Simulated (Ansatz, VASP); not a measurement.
One calculation of Be24NO, two programs

INCAR

```
PREC = Accurate ; ENCUT = 520
EDIFF = 1E-6 ; ISMEAR = 0
SIGMA = 0.1 ; LREAL = F
LASPH = T ; NELM = 200
ALGO = Normal ; ISIF = 2
LWAVE = F ; LCHARG = F
ISPIN = 2 ; MAGMOM = 0 0 0 0 0 0 0 0 0 0 0 0 0 0 0 0 0 0 0 0 0 0 0 0 1 0
LORBIT = 11 ; LDIPOL = T
IDIPOL = 3 ; DIPOL = 0.5 0.5 0.290
GGA = PE ; NBANDS = 52
GGA_COMPAT = F ; NELMDL = -8
KPAR = 4
```

Contents of KPOINTS:

```
Automatic mesh
0
Gamma
  6 4 1
```

Contents of POSCAR:

```
Be24NO
1.0
    4.5254381411      0.0000000000      0.0000000000
    0.0000000000      7.1336190820      0.0000000000
    0.0000000000      0.0000000000     22.3685529248
Be N O
24 1 1
Direct
    0.0000000000      0.3750000000      0.1788224752
    0.0000000000      0.8750000000      0.1788224752
    0.5000000000      0.3750000000      0.1788224752
    0.5000000000      0.8750000000      0.1788224752
    0.2500000000      0.1250000000      0.2080237711
    0.2500000000      0.6250000000      0.2080237711
    0.7500000000      0.1250000000      0.2080237711
    0.7500000000      0.6250000000      0.2080237711
    0.2500000000      0.3750000000      0.2664263628
    0.2500000000      0.8750000000      0.2664263628
    0.7500000000      0.3750000000      0.2664263628
    0.7500000000      0.8750000000      0.2664263628
    0.0000000000      0.1250000000      0.2903069137
    0.0000000000      0.6250000000      0.2903069137
    0.5000000000      0.1250000000      0.2903069137
    0.5000000000      0.6250000000      0.2903069137
    0.0000000000      0.3750000000      0.3546814205
    0.0000000000      0.8750000000      0.3546814205
    0.5000000000      0.3750000000      0.3546814205
    0.5000000000      0.8750000000      0.3546814205
    0.2500000000      0.1250000000      0.3741213369
    0.2500000000      0.6250000000      0.3741213369
    0.7500000000      0.1250000000      0.3741213369
    0.7500000000      0.6250000000      0.3741213369
    0.7500000000      0.4583333333      0.4232975176
    0.8849191768      0.5932525101      0.4369509029
```

Input for Ansatz:

```yaml
crystal:
  lattice:
    - [4.5254381411, 0.0, 0.0]
    - [0.0, 7.133619082, 0.0]
    - [0.0, 0.0, 22.3685529248]
  atoms:
    - { symbol: Be, position: [0.0, 0.375, 0.1788224752] }
    - { symbol: Be, position: [0.0, 0.875, 0.1788224752] }
    - { symbol: Be, position: [0.5, 0.375, 0.1788224752] }
    - { symbol: Be, position: [0.5, 0.875, 0.1788224752] }
    - { symbol: Be, position: [0.25, 0.125, 0.2080237711] }
    - { symbol: Be, position: [0.25, 0.625, 0.2080237711] }
    - { symbol: Be, position: [0.75, 0.125, 0.2080237711] }
    - { symbol: Be, position: [0.75, 0.625, 0.2080237711] }
    - { symbol: Be, position: [0.25, 0.375, 0.2664263628] }
    - { symbol: Be, position: [0.25, 0.875, 0.2664263628] }
    - { symbol: Be, position: [0.75, 0.375, 0.2664263628] }
    - { symbol: Be, position: [0.75, 0.875, 0.2664263628] }
    - { symbol: Be, position: [0.0, 0.125, 0.2903069137] }
    - { symbol: Be, position: [0.0, 0.625, 0.2903069137] }
    - { symbol: Be, position: [0.5, 0.125, 0.2903069137] }
    - { symbol: Be, position: [0.5, 0.625, 0.2903069137] }
    - { symbol: Be, position: [0.0, 0.375, 0.3546814205] }
    - { symbol: Be, position: [0.0, 0.875, 0.3546814205] }
    - { symbol: Be, position: [0.5, 0.375, 0.3546814205] }
    - { symbol: Be, position: [0.5, 0.875, 0.3546814205] }
    - { symbol: Be, position: [0.25, 0.125, 0.3741213369] }
    - { symbol: Be, position: [0.25, 0.625, 0.3741213369] }
    - { symbol: Be, position: [0.75, 0.125, 0.3741213369] }
    - { symbol: Be, position: [0.75, 0.625, 0.3741213369] }
    - { symbol: "N", position: [0.75, 0.4583333333, 0.4232975176], spin: 1.0 }
    - { symbol: O, position: [0.8849191768, 0.5932525101, 0.4369509029] }
basis:
  ecutwfc: 420
kpoints:
  mp_grid: { grid: [6, 4, 1] }
hamiltonian:
  xc: pbe
scf:
  occupations: { method: gaussian, width: 0.1 }
output:
  forces: true
  eigenvalues: true
  populations: true
magnetization:
  spin_polarized: true
efield:
  axis: 3
  dipole_correction: true
  ramp_width: 0.04
```

Alike in both runs: task single point; functional PBE; k mesh 6 × 4 × 1; occupations gaussian, width 0.1 eV; collinear spin.

|  | VASP | Ansatz |
| --- | --- | --- |
| version | VASP 6.6.1 | Ansatz 0.2.0 |
| potentials or method | VASP PAW PBE potentials, release 64 (Be, N, O), cutoff 520 eV | scalar-relativistic, plane waves, PAW |
| valence electrons in the cell | 59 | 59 |

VASP gave:

```
gap on the k mesh at the Fermi level (eV) : none
rms of the force components (eV/Å)        : 1.898
net moment per atom (μB)                  : 0.00
```

Task: What did Ansatz give for the same quantities?

Result: gap on the k mesh at the Fermi level (eV): none; rms of the force components (eV/Å): 1.712; net moment per atom (μB): 0.00.

Atom by atom the forces differ by 0.190 eV/Å (rms over components). A gap of «none» marks a metal or a gap that the smearing closes. Ansatz's warnings: seeded moment not kept.

Noted on VASP's run: the standard files for N, O and F lose accuracy on very short bonds.
